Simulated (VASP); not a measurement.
# Zn2GaO2 (P4/mmm) in VASP: notebook, part 2 of 2

VASP 6.6.1. Earlier steps stand in the parts before.

## (3) Relaxation of cell and atoms, PBE

This run uses another cell than the first one, of 15.93 Å³/atom, 1.004 times its volume.

INCAR reads:

```
SYSTEM = Zn2GaO2
  PREC = Accurate
  ENCUT = 600
  EDIFF = 1E-7
  ISMEAR = 0
  SIGMA = 0.1
  LREAL = .False.
  LASPH = .True.
  NELM = 100
  ALGO = Normal
  ISIF = 3
  LWAVE = .False.
  LCHARG = .False.
  GGA = PE
  IBRION = 2
  NSW = 100
  EDIFFG = -0.01
```

KPOINTS reads:

```
Automatic mesh
0
Gamma
  10 10 8
  0 0 0
```

POSCAR reads:

```
Zn2GaO2
1.0
    3.8928653209      0.0000000000      0.0000000000
    0.0000000000      3.8928653209      0.0000000000
    0.0000000000      0.0000000000      5.2557588747
Zn Ga O
2 1 2
Direct
    0.0000000000      0.5000000000      0.0000000000
    0.5000000000      0.0000000000      0.0000000000
    0.0000000000      0.0000000000      0.5000000000
    0.5000000000      0.5000000000      0.5000000000
    0.0000000000      0.0000000000      0.0000000000
```

Potentials or basis: VASP PAW PBE potentials, release 64 (Zn, Ga_d, O).

Command:

```bash
> cat potpaw_PBE.64/Zn/POTCAR potpaw_PBE.64/Ga_d/POTCAR potpaw_PBE.64/O/POTCAR > POTCAR
> mpirun -np 1 vasp_std > vasp.out
```

OUTCAR:

```text
SYSTEM = Zn2GaO2
   PREC = Accurate
   ENCUT = 600
   EDIFF = 1E-7
   ISMEAR = 0
   LREAL = .False.
   LASPH = .True.
   NELM = 100
   ISIF = 3
   GGA = PE
   IBRION = 2
   NSW = 100
   EDIFFG = -0.01

 ion  position               nearest neighbor table
   1  0.000  0.500  0.000-   5 1.95   5 1.95   2 2.75   2 2.75   2 2.75   2 2.75
   2  0.500  0.000  0.000-   5 1.95   5 1.95   1 2.75   1 2.75   1 2.75   1 2.75
   3  0.000  0.000  0.500-
   4  0.500  0.500  0.500-
   5  0.000  0.000  0.000-   1 1.95   2 1.95   1 1.95   2 1.95

  LATTYP: Found a simple tetragonal cell.
 ALAT       =     3.8928653209
 C/A-ratio  =     1.3501003609

  Lattice vectors:

 A1 = (   3.8928653209,   0.0000000000,   0.0000000000)
 A2 = (   0.0000000000,   3.8928653209,   0.0000000000)
 A3 = (   0.0000000000,   0.0000000000,   5.2557588747)

Analysis of symmetry for initial positions (statically):
=====================================================================
 Subroutine PRICEL returns:
 Original cell was already a primitive cell.

 Routine SETGRP: Setting up the symmetry group for a
 simple tetragonal supercell.

[... 180 lines left out ...]
  --------------------------------------------------------------------------------------
  -------------------------------------------------------------------------------------
  Total        0.3239410      0.3239410     -0.1666756      0.0000000      0.0000000      0.0000000
  in kB        6.5163179      6.5163179     -3.3528056      0.0000000      0.0000000      0.0000000
  external PRESSURE =       3.2266101 kB  Pullay stress =       0.0000000 kB
[... 182 lines left out ...]
--------------------------------------- Ionic step        6  -------------------------------------------

 number of electron      48.9999954 magnetization

 Free energy of the ion-electron system (eV)
  ---------------------------------------------------
  ext. energy  EPLUGINS =         0.00000000
  ---------------------------------------------------
  free energy    TOTEN  =       -15.44761172 eV

  energy without entropy =      -15.43701531  energy(sigma->0) =      -15.44231352

 E-fermi :   2.3913     XC(G=0): -10.2247

 val. band max:        2.3678909700   @ k =   0.4000   0.0000   0.3750
 cond. band min:       2.4015356187   @ k =   0.2000   0.2000   0.3750
 fundamental gap:      0.0336446488
 Fermi energy:         2.3912514842

 k-point     1 :       0.0000    0.0000    0.0000
  band No.  band energies     occupation
      1     -18.4729      2.00000
      2     -13.6437      2.00000
      3     -12.0215      2.00000
      4     -12.0215      2.00000
      5     -11.9874      2.00000
      6     -11.9701      2.00000
[... 757 lines left out ...]
     28       7.0538      0.00000
     29       7.5004      0.00000

 [... further k-points ...]

------------------------ aborting loop because EDIFF is reached ----------------------------------------

  FORCE on cell =-STRESS in cart. coord.  units (eV):
  Direction    XX          YY          ZZ          XY          YZ          ZX
  --------------------------------------------------------------------------------------
  -------------------------------------------------------------------------------------
  Total       -0.0328810     -0.0328810     -0.0092738      0.0000000     -0.0000000      0.0000000
  in kB       -0.6655943     -0.6655943     -0.1877252      0.0000000     -0.0000000      0.0000000
  external PRESSURE =      -0.5063046 kB  Pullay stress =       0.0000000 kB
[... 20 lines left out ...]
  FREE ENERGIE OF THE ION-ELECTRON SYSTEM (eV)
  ---------------------------------------------------
  free  energy   TOTEN  =       -15.4476117209 eV

  energy  without entropy=      -15.4370153148  energy(sigma->0) =      -15.44231352

 reached required accuracy - stopping structural energy minimisation
```

Run time: 8.4 min. Hardware: 1 thread of Intel Xeon 6975P-C (Granite Rapids), shared host; peak memory 0.42 GiB.

What came out:

| Item | Value |
| --- | --- |
| Free energy | -15.4476 eV |
| Relaxed volume | 15.83 Å³/atom |
| Relaxed cell | a = 3.917 Å, b = 3.917 Å, c = 5.158 Å, α = 90.00°, β = 90.00°, γ = 90.00° |
| Space group after relaxing (to 0.05 Å) | P4/mmm (No. 123) |
| Energy gained by relaxing | 0.7 meV/atom |
| Ionic steps | 6 |
| Pressure after relaxing | -0.1 GPa |

Step by step:
| step | energy change (eV) | largest force (eV/Å) | pressure (GPa) | volume (Å³) |
| --- | --- | --- | --- | --- |
| 1 | 0.0000 | 0.0000 | 0.32 | 79.65 |
| 2 | -0.0014 | 0.0000 | -0.12 | 80.02 |
| 3 | -0.0015 | 0.0000 | -0.28 | 80.13 |
| 4 | -0.0022 | 0.0000 | -0.24 | 79.94 |
| 5 | -0.0034 | 0.0000 | -0.09 | 79.34 |
| 6 | -0.0034 | 0.0000 | -0.05 | 79.15 |

Final structure:
```cif
data_structure
_symmetry_space_group_name_H-M 'P 1'
_symmetry_Int_Tables_number 1
_cell_length_a 3.9171
_cell_length_b 3.9171
_cell_length_c 5.1585
_cell_angle_alpha 90.000
_cell_angle_beta 90.000
_cell_angle_gamma 90.000
_cell_volume 79.15
loop_
_atom_site_label
_atom_site_type_symbol
_atom_site_fract_x
_atom_site_fract_y
_atom_site_fract_z
_atom_site_occupancy
Zn1 Zn 0.00000 0.50000 0.00000 1
Zn2 Zn 0.50000 0.00000 0.00000 1
Ga1 Ga 0.00000 0.00000 0.50000 1
O1 O 0.50000 0.50000 0.50000 1
O2 O 0.00000 0.00000 0.00000 1
```

Caveat: an odd number of electrons without spin polarisation forces a metal; a magnetic or distorted state may lie lower.
